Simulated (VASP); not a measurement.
Here is a VASP 6.6.1 calculation.

INCAR

```
PREC = Accurate
ENCUT = 600
EDIFF = 1E-6
ISMEAR = 0
SIGMA = 0.01
LREAL = False
LASPH = True
NELM = 100
ALGO = Normal
ISIF = 3
LWAVE = False
LCHARG = False
GGA = PE
IBRION = 2
NSW = 80
EDIFFG = -0.002
```

Contents of KPOINTS:

```
Automatic mesh
0
Gamma
  6 6 6
```

The input POSCAR:

```
KMgF3
1.0
    4.0060000000      0.0000000000      0.0000000000
    0.0000000000      4.0060000000      0.0000000000
    0.0000000000      0.0000000000      4.0060000000
K Mg F
1 1 3
Direct
    0.5000000000      0.5000000000      0.5000000000
    0.0000000000      0.0000000000      0.0000000000
    0.5000000000      0.0000000000      0.0000000000
    0.0000000000      0.5000000000      0.0000000000
    0.0000000000      0.0000000000      0.5000000000
```

Potentials or basis: VASP PAW PBE potentials, release 64 (K_sv, Mg, F).

Launch:

```bash
$ cat potpaw_PBE.64/K_sv/POTCAR potpaw_PBE.64/Mg/POTCAR potpaw_PBE.64/F/POTCAR > POTCAR
$ mpirun -np 1 vasp_std > vasp.out
```

Problem. Predict the band gap on the k mesh.

Solution. 6.98 eV, indirect (least direct gap 7.30 eV).

Problem. Predict the relaxed cell.

Solution. a = 4.044 Å, b = 4.044 Å, c = 4.044 Å, α = 90.00°, β = 90.00°, γ = 90.00°.

Problem. Estimate the relaxed volume.

Solution. 13.23 Å³/atom.

Problem. Estimate the space group after relaxing (to 0.05 Å).

Solution. Pm-3m (No. 221).

Final structure:
```xyz
5
Lattice="4.0444 0.0000 0.0000 0.0000 4.0444 0.0000 0.0000 0.0000 4.0444" Properties=species:S:1:pos:R:3 pbc="T T T"
K     2.0222    2.0222    2.0222
Mg    0.0000    0.0000    0.0000
F     2.0222    0.0000    0.0000
F     0.0000    2.0222    0.0000
F     0.0000    0.0000    2.0222
```

A k mesh can miss the band edges.
